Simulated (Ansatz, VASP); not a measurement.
Two plane-wave programs on LiH

```
Li H
1.0
     2.50166    0.00000    0.00000
     0.00000    2.50166    0.00000
     0.00000    0.00000    2.50166
Li H
1 1
Direct
  0.00000 0.00000 0.00000
  0.50000 0.50000 0.50000
```

Alike in both runs: task single point; functional PBE-based screened hybrid; k mesh 4 × 4 × 4; no spin polarisation.

|  | VASP | Ansatz |
| --- | --- | --- |
| version | VASP 6.6.1 | Ansatz 0.2.0 |
| potentials or method | VASP PAW PBE potentials, release 64 (Li_sv, H) | plane waves |
| plane-wave cutoff (eV) | 520 | 420 |
| occupations | gaussian, width 0.01 eV | fixed |
| valence electrons in the cell | 4 | 4 |

|  | VASP | Ansatz | Ansatz less VASP |
| --- | --- | --- | --- |
| gap on the k mesh at the Fermi level (eV) | 1.80 | 1.76 | -0.039 |

VASP's potentials were made for PBE, not for PBE-based screened hybrid. Ansatz's warnings: stress exchange threshold loose, stress scf threshold loose.

The k mesh is coarse, so the values compare programs but aren't converged. Noted on VASP's run: the cutoff is short for stress, so the pressure is rough.
